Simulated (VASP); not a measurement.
# WS (F-43m) in VASP: further runs

Runs on WS. Level: r2SCAN+U. Tasks: single point.

Everything below comes from runs of VASP 6.6.1. Logs are shortened: lines on timing, memory, paths and dates and some standing lists are left out, and cuts for length are marked.

**1. The cell of the first run**

The structure is cubic, space group F-43m (No. 216). The conventional cell has a = 5.919 Å, b = 5.919 Å, c = 5.919 Å, α = 90.00°, β = 90.00°, γ = 90.00°. Within 3.4 Å of W (site symmetry -43m) lie 4 S at 2.56 Å. S (site symmetry -43m) has 4 W at 2.56 Å within 3.4 Å.

**2. Single point, r2SCAN+U, collinear spin**

Input file POSCAR:

```
WS
1.0
    0.0000000000      2.9594703353      2.9594703353
    2.9594703353      0.0000000000      2.9594703353
    2.9594703353      2.9594703353      0.0000000000
W S
1 1
Direct
    0.0000000000      0.0000000000      0.0000000000
    0.2500000000      0.2500000000      0.2500000000
```

Input file INCAR.step1:

```
PREC = Accurate
ENCUT = 520
ISMEAR = 0
SIGMA = 0.1
LREAL = False
LASPH = True
NELM = 150
ISPIN = 2
MAGMOM = 2.5 0
LMAXMIX = 4
LDAU = True
LDAUTYPE = 2
LDAUL = 2 -1
LDAUU = 6.2 0
LDAUJ = 0 0
NBANDS = 21
GGA = PE
ALGO = Normal
EDIFF = 1E-4
LWAVE = True
LCHARG = False
```

Input file INCAR.step2:

```
PREC = Accurate
ENCUT = 520
EDIFF = 1E-7
ISMEAR = 0
SIGMA = 0.1
LREAL = False
LASPH = True
NELM = 150
ALGO = Normal
ISIF = 2
LWAVE = False
LCHARG = False
ISPIN = 2
MAGMOM = 2.5 0
LORBIT = 11
LMAXMIX = 4
LDAU = True
LDAUTYPE = 2
LDAUL = 2 -1
LDAUU = 6.2 0
LDAUJ = 0 0
LDAUPRINT = 1
METAGGA = R2SCAN
LMIXTAU = True
NBANDS = 21
ISTART = 1
```

Input file KPOINTS:

```
regular mesh
0
Gamma
  12 12 12
```

Potentials or basis: VASP PAW PBE potentials, release 64 (W_sv, S).

On the command line:

```bash
$ cat potpaw_PBE.64/W_sv/POTCAR potpaw_PBE.64/S/POTCAR > POTCAR
$ cp INCAR.step1 INCAR
$ mpirun -np 1 vasp_std > vasp.out
$ cp INCAR.step2 INCAR
$ mpirun -np 1 vasp_std > vasp.out
```

OUTCAR:

```text
PREC = Accurate
   ENCUT = 520
   EDIFF = 1E-7
   ISMEAR = 0
   LREAL = False
   LASPH = True
   NELM = 150
   ISIF = 2
   ISPIN = 2
   LORBIT = 11
   METAGGA = R2SCAN
   ISTART = 1

 ion  position               nearest neighbor table
   1  0.000  0.000  0.000-   2 2.56   2 2.56   2 2.56   2 2.56
   2  0.250  0.250  0.250-   1 2.56   1 2.56   1 2.56   1 2.56

  LATTYP: Found a face centered cubic cell.
 ALAT       =     5.9189406706

  Lattice vectors:

 A1 = (   0.0000000000,   2.9594703353,   2.9594703353)
 A2 = (   2.9594703353,   0.0000000000,   2.9594703353)
 A3 = (   2.9594703353,   2.9594703353,   0.0000000000)

Analysis of symmetry for initial positions (statically):
=====================================================================
 Subroutine PRICEL returns:
 Original cell was already a primitive cell.

 Routine SETGRP: Setting up the symmetry group for a
 face centered cubic supercell.

 Subroutine GETGRP returns: Found 24 space group operations
 (whereof 24 operations were pure point group operations)
 out of a pool of 48 trial point group operations.

The static configuration has the point symmetry T_d .

Analysis of symmetry for dynamics (positions and initial velocities):
=====================================================================
 Subroutine PRICEL returns:
 Original cell was already a primitive cell.

 Routine SETGRP: Setting up the symmetry group for a
 face centered cubic supercell.

 Subroutine GETGRP returns: Found 24 space group operations
 (whereof 24 operations were pure point group operations)
 out of a pool of 48 trial point group operations.

The dynamic configuration has the point symmetry T_d .

Analysis of structural, dynamic, and magnetic symmetry:
=====================================================================
 Subroutine PRICEL returns:
 Original cell was already a primitive cell.

 Routine SETGRP: Setting up the symmetry group for a
 face centered cubic supercell.

 Subroutine GETGRP returns: Found 24 space group operations
 (whereof 24 operations were pure point group operations)
 out of a pool of 48 trial point group operations.

The overall configuration has the point symmetry T_d .

 Subroutine INISYM returns: Found 24 space group operations
 (whereof 24 operations are pure point group operations),
 and found     1 'primitive' translations

----------------------------------------------------------------------------------------

                                     Primitive cell

  volume of cell :      51.8408

  direct lattice vectors                    reciprocal lattice vectors
     0.000000000  2.959470335  2.959470335    -0.168949151  0.168949151  0.168949151
     2.959470335  0.000000000  2.959470335     0.168949151 -0.168949151  0.168949151
     2.959470335  2.959470335  0.000000000     0.168949151  0.168949151 -0.168949151

  length of vectors
     4.185323086  4.185323086  4.185323086     0.292628513  0.292628513  0.292628513

  position of ions in fractional coordinates (direct lattice)
     0.000000000  0.000000000  0.000000000
     0.250000000  0.250000000  0.250000000

  ion indices of the primitive-cell ions
   primitive index   ion index
                 1           1
                 2           2

----------------------------------------------------------------------------------------

 KPOINTS: regular mesh

Automatic generation of k-mesh.
 Grid dimensions read from file:
 generate k-points for:   12   12   12

 Generating k-lattice:

  Cartesian coordinates                     Fractional coordinates (reciprocal lattice)
    -0.014079096  0.014079096  0.014079096     0.083333333  0.000000000  0.000000000
     0.014079096 -0.014079096  0.014079096     0.000000000  0.083333333  0.000000000
     0.014079096  0.014079096 -0.014079096     0.000000000  0.000000000  0.083333333

  Length of vectors
     0.024385709  0.024385709  0.024385709

  Shift w.r.t. Gamma in fractional coordinates (k-lattice)
     0.000000000  0.000000000  0.000000000

 Subroutine IBZKPT returns following result:
 ===========================================

 Found     72 irreducible k-points:

 Following reciprocal coordinates:
            Coordinates               Weight
  0.000000  0.000000  0.000000      1.000000
  0.083333  0.000000  0.000000      8.000000
  0.166667  0.000000  0.000000      8.000000
  0.250000  0.000000  0.000000      8.000000
  0.333333  0.000000  0.000000      8.000000
  0.416667  0.000000  0.000000      8.000000
[... 16 lines left out ...]
  0.500000  0.166667  0.000000     24.000000
 -0.416667  0.166667  0.000000     24.000000
 [... further k-points ...]
   k-points           NKPTS =     72   k-points in BZ     NKDIM =     72   number of bands    NBANDS=     21
   number of dos      NEDOS =    301   number of ions     NIONS =      2
   total plane-waves  NPLWV =  32768
   dimension x,y,z NGX =    32 NGY =   32 NGZ =   32
   dimension x,y,z NGXF=    64 NGYF=   64 NGZF=   64
   ions per type =               1   1
   NGX,Y,Z   is equivalent  to a cutoff of  12.71, 12.71, 12.71 a.u.
   NGXF,Y,Z  is equivalent  to a cutoff of  25.42, 25.42, 25.42 a.u.
 SYSTEM =  unknown system
   PREC   = accura    normal or accurate (medium, high low for compatibility)
   ISTART =      1    job   : 0-new  1-cont  2-samecut
   ICHARG =      0    charge: 1-file 2-atom 10-const
   ISPIN  =      2    spin polarized calculation?
   LNONCOLLINEAR =      F non collinear calculations
   LSORBIT =      F    spin-orbit coupling
   LASPH  =      T    aspherical Exc in radial PAW
   ENCUT  =  520.0 eV  38.22 Ry    6.18 a.u.   7.78  7.78  7.78*2*pi/ulx,y,z
   NELM   =    150;   NELMIN=  2; NELMDL=  0     # of ELM steps
   EDIFF  = 0.1E-06   stopping-criterion for ELM
   LREAL  =      F    real-space projection
   EDIFFG = 0.1E-05   stopping-criterion for IOM
   NSW    =      0    number of steps for IOM
   IBRION =     -1    ionic relax: 0-MD 1-quasi-New 2-CG
   NFREE  =      0    steps in history (QN), initial steepest desc. (CG)
   ISIF   =      2    stress and relaxation
   ISYM   =      2    0-nonsym 1-usesym 2-fastsym
   POTIM  = 0.5000    time-step for ionic-motion
   TEBEG  =    0.0;   TEEND  =   0.0 temperature during run
   PSTRESS=    0.0 pullay stress
   NELECT =      20.0000    total number of electrons
   NUPDOWN=      -1.0000    fix difference up-down
   EMIN   =  10.00;   EMAX   =-10.00  energy-range for DOS
   EFERMI =   0.00;   METHOD = LEGACY
   ISMEAR =     0;   SIGMA  =   0.10  broadening in eV -4-tet -1-fermi 0-gaus
   EFERMI_NEDOS =   21; number of points for ismear=-14 and -15
   IALGO  =     38    algorithm
   IMIX   =      4    mixing-type and parameters
     AMIX     =   0.40;   BMIX     =  1.00
     AMIX_MAG =   1.60;   BMIX_MAG =  1.00
  volume/ion in A,a.u.               =      25.92       174.92
  Fermi-wavevector in a.u.,A,eV,Ry     =   1.191775  2.252128 19.324722  1.420327
  Thomas-Fermi vector in A             =   2.327829
   LORBIT       =     11    0 simple, 1 ext, 2 COOP (PROOUT), +10 PAW based schemes
 LDA+U is selected, type is set to LDAUTYPE =  2
   angular momentum for each species LDAUL =     2   -1
   U (eV)           for each species LDAUU =   6.2  0.0
   J (eV)           for each species LDAUJ =   0.0  0.0
   METAGGA = R2SCAN    functional components
   LHFCALC =     F    Hartree Fock is set to
   AEXX    =    0.0000 exact exchange contribution
   IVDW    =     0    specifies the selected vdW correction
   LEPSILON=     F    determine dielectric tensor
   LRPA    =     F    only Hartree local field effects (RPA)
 spin polarized calculation
 Gauss-broadening in eV      SIGMA  =   0.10
  energy-cutoff  :      520.00
  volume of cell :       51.84
 maximum number of plane-waves:      1411
   NGX = 15   NGY = 15   NGZ = 15

atom =   1  type =  1  l = 2

 onsite density matrix

spin component  1

  0.5898  0.0000 -0.0000  0.0000  0.0000
  0.0000  0.5898 -0.0000 -0.0000 -0.0000
 -0.0000 -0.0000  0.7578 -0.0000 -0.0000
  0.0000 -0.0000 -0.0000  0.5898 -0.0000
  0.0000 -0.0000 -0.0000 -0.0000  0.7578

spin component  2

  0.0478 -0.0000 -0.0000  0.0000  0.0000
 -0.0000  0.0478 -0.0000  0.0000 -0.0000
 -0.0000 -0.0000  0.0125  0.0000  0.0000
  0.0000  0.0000  0.0000  0.0478 -0.0000
  0.0000 -0.0000  0.0000 -0.0000  0.0125

 occupancies and eigenvectors

  o =  0.0125  v =  0.0000  0.0000  0.0000  0.0000  0.0000  0.0000  0.0000  1.0000 -0.0000 -0.0038      0.0000  0.0000  0.0000  0.0000  0.0000  0.0000  0.0000  0.0000  0.0000  0.0000
  o =  0.0125  v =  0.0000  0.0000  0.0000  0.0000  0.0000  0.0000  0.0000  0.0038  0.0000  1.0000      0.0000  0.0000  0.0000  0.0000  0.0000  0.0000  0.0000  0.0000  0.0000  0.0000
  o =  0.0478  v =  0.0000  0.0000  0.0000  0.0000  0.0000  1.0000  0.0000  0.0000  0.0000  0.0000      0.0000  0.0000  0.0000  0.0000  0.0000  0.0000  0.0000  0.0000  0.0000  0.0000
  o =  0.0478  v =  0.0000  0.0000  0.0000  0.0000  0.0000  0.0000  0.9969 -0.0000 -0.0792 -0.0000      0.0000  0.0000  0.0000  0.0000  0.0000  0.0000  0.0000  0.0000  0.0000  0.0000
  o =  0.0478  v =  0.0000  0.0000  0.0000  0.0000  0.0000  0.0000  0.0792  0.0000  0.9969 -0.0000      0.0000  0.0000  0.0000  0.0000  0.0000  0.0000  0.0000  0.0000  0.0000  0.0000
  o =  0.5898  v =  1.0000  0.0000  0.0000  0.0000  0.0000  0.0000  0.0000  0.0000  0.0000  0.0000      0.0000  0.0000  0.0000  0.0000  0.0000  0.0000  0.0000  0.0000  0.0000  0.0000
  o =  0.5898  v =  0.0000  0.9992  0.0000  0.0404 -0.0000  0.0000  0.0000  0.0000  0.0000  0.0000      0.0000  0.0000  0.0000  0.0000  0.0000  0.0000  0.0000  0.0000  0.0000  0.0000
  o =  0.5898  v =  0.0000  0.0404 -0.0000 -0.9992 -0.0000  0.0000  0.0000  0.0000  0.0000  0.0000      0.0000  0.0000  0.0000  0.0000  0.0000  0.0000  0.0000  0.0000  0.0000  0.0000
  o =  0.7578  v =  0.0000  0.0000 -0.9956  0.0000 -0.0933  0.0000  0.0000  0.0000  0.0000  0.0000      0.0000  0.0000  0.0000  0.0000  0.0000  0.0000  0.0000  0.0000  0.0000  0.0000
  o =  0.7578  v =  0.0000  0.0000 -0.0933  0.0000  0.9956  0.0000  0.0000  0.0000  0.0000  0.0000      0.0000  0.0000  0.0000  0.0000  0.0000  0.0000  0.0000  0.0000  0.0000  0.0000

 number of electron      20.0000001 magnetization       4.0000000

 Free energy of the ion-electron system (eV)
  ---------------------------------------------------
  ext. energy  EPLUGINS =         0.00000000
  ---------------------------------------------------
  free energy    TOTEN  =       -52.51612511 eV

  energy without entropy =      -52.50921143  energy(sigma->0) =      -52.51266827

 E-fermi :   5.2707     XC(G=0):  -9.9339

 val. band max:        5.2577984176   @ k =   0.2500   0.2500   0.0000
 cond. band min:       5.2718236490   @ k =  -0.4167   0.2500   0.0833
 fundamental gap:      0.0140252314
 Fermi energy:         5.2706509481

 spin component 1

 k-point     1 :       0.0000    0.0000    0.0000
  band No.  band energies     occupation
      1     -71.6712      1.00000
      2     -35.6431      1.00000
      3     -35.6431      1.00000
      4     -35.6431      1.00000
      5     -10.0869      1.00000
      6      -0.7642      1.00000
[... 13 lines left out ...]
     20      17.1733      0.00000
     21      17.4846      0.00000
[... 529 lines left out ...]
 k-point    24 :      -0.4167    0.1667    0.0000
  band No.  band energies     occupation
      1     -71.6707      1.00000
      2     -35.6631      1.00000
      3     -35.6502      1.00000
      4     -35.6473      1.00000
      5      -9.4480      1.00000
      6      -1.3380      1.00000
[... 13 lines left out ...]
     20      16.5749      0.00000
     21      18.7555      0.00000

 [... further k-points ...]

 spin component 2

 k-point     1 :       0.0000    0.0000    0.0000
  band No.  band energies     occupation
      1     -69.9409      1.00000
      2     -33.1303      1.00000
      3     -33.1302      1.00000
      4     -33.1302      1.00000
      5     -10.0992      1.00000
      6       0.6095      1.00000
[... 13 lines left out ...]
     20      19.0441      0.00000
     21      19.3339      0.00000
[... 529 lines left out ...]
 k-point    24 :      -0.4167    0.1667    0.0000
  band No.  band energies     occupation
      1     -69.9404      1.00000
      2     -33.1511      1.00000
      3     -33.1375      1.00000
      4     -33.1345      1.00000
      5      -9.5416      1.00000
      6      -0.6377      1.00000
[... 13 lines left out ...]
     20      18.0730      0.00000
     21      20.3215      0.00000

 [... further k-points ...]
[... 5 lines left out ...]
  --------------------------------------------------------------------------------------
  -------------------------------------------------------------------------------------
  Total       -0.5559495     -0.5559495     -0.5559495      0.0000000      0.0000000     -0.0000000
  in kB      -17.1820086    -17.1820086    -17.1820086      0.0000000      0.0000000     -0.0000000
  external PRESSURE =     -17.1820086 kB  Pullay stress =       0.0000000 kB

 VOLUME and BASIS-vectors are now :
 -----------------------------------------------------------------------------
  energy-cutoff  :      520.00
  volume of cell :       51.84
      direct lattice vectors                 reciprocal lattice vectors
     0.000000000  2.959470335  2.959470335    -0.168949151  0.168949151  0.168949151
     2.959470335  0.000000000  2.959470335     0.168949151 -0.168949151  0.168949151
     2.959470335  2.959470335  0.000000000     0.168949151  0.168949151 -0.168949151

 POSITION                                       TOTAL-FORCE (eV/Angst)
 -----------------------------------------------------------------------------------
      0.00000      0.00000      0.00000        -0.000000     -0.000000     -0.000000
      1.47974      1.47974      1.47974         0.000000      0.000000      0.000000
 -----------------------------------------------------------------------------------
    total drift:                                0.000003      0.000003      0.000003

  FREE ENERGIE OF THE ION-ELECTRON SYSTEM (eV)
  ---------------------------------------------------
  free  energy   TOTEN  =       -52.5161251128 eV

  energy  without entropy=      -52.5092114343  energy(sigma->0) =      -52.51266827

 total charge

# of ion       s       p       d       tot
------------------------------------------
    1        2.265   6.121   3.414  11.799
    2        1.320   2.386   0.000   3.706
--------------------------------------------------
tot          3.584   8.507   3.414  15.506

 magnetization (x)

# of ion       s       p       d       tot
------------------------------------------
    1        0.109   0.054   3.085   3.248
    2        0.005  -0.220   0.000  -0.215
--------------------------------------------------
tot          0.114  -0.167   3.085   3.033
```

It took 4.4 min on 1 thread of Intel Xeon Platinum 8488C (Sapphire Rapids), shared host; peak memory 0.3 GiB.

What came out:

```
Free energy                                           : -52.5161 eV
Pressure                                              : -1.7 GPa
Band gap on the k mesh                                : zero (filled and empty bands overlap)
Net moment                                            : 4.00 μB per cell
Site moments                                          : W +3.25; S -0.21 μB
Valence electrons inside the program's atomic spheres : W 11.80; S 3.71
```

Levels at points of the mesh, in eV from the Fermi level:
Spin up:
| k point | band 8 | band 9 | band 10 | band 11 | band 12 | band 13 | band 14 | band 15 | band 16 | band 17 |
| --- | --- | --- | --- | --- | --- | --- | --- | --- | --- | --- |
| (0.00, 0.00, 0.00) | -6.03 | -3.33 | -3.33 | -1.26 | 2.07 | 2.07 | 2.07 | 5.71 | 5.71 | 5.71 |
| (0.50, 0.00, 0.00) | -5.78 | -2.87 | -2.87 | -1.95 | 0.30 | 0.30 | 1.53 | 5.83 | 7.07 | 7.07 |
| (0.50, 0.50, 0.00) | -5.02 | -2.91 | -2.89 | -2.73 | -0.99 | -0.99 | 4.14 | 4.52 | 7.32 | 9.49 |
Spin down:
```tsv
k point	band 6	band 7	band 8	band 9	band 10	band 11
(0.00, 0.00, 0.00)	-4.66	-4.66	-4.66	0.61	3.21	3.21
(0.50, 0.00, 0.00)	-6.07	-4.54	-4.54	2.30	3.33	3.33
(0.50, 0.50, 0.00)	-6.19	-4.54	-4.54	0.56	2.03	4.19
```

Eigenvalues of the final occupation matrices:
```csv
site,spin,trace,eigenvalues
site 1 d,1,3.29,0.59 0.59 0.59 0.76 0.76
site 1 d,2,0.17,0.01 0.01 0.05 0.05 0.05
```

Caveat: the PAW data sets were made with another functional, which shifts forces and pressure a little; spin-orbit coupling is left out, which moves the levels of the heavy elements.

[end of part 1 of 2]
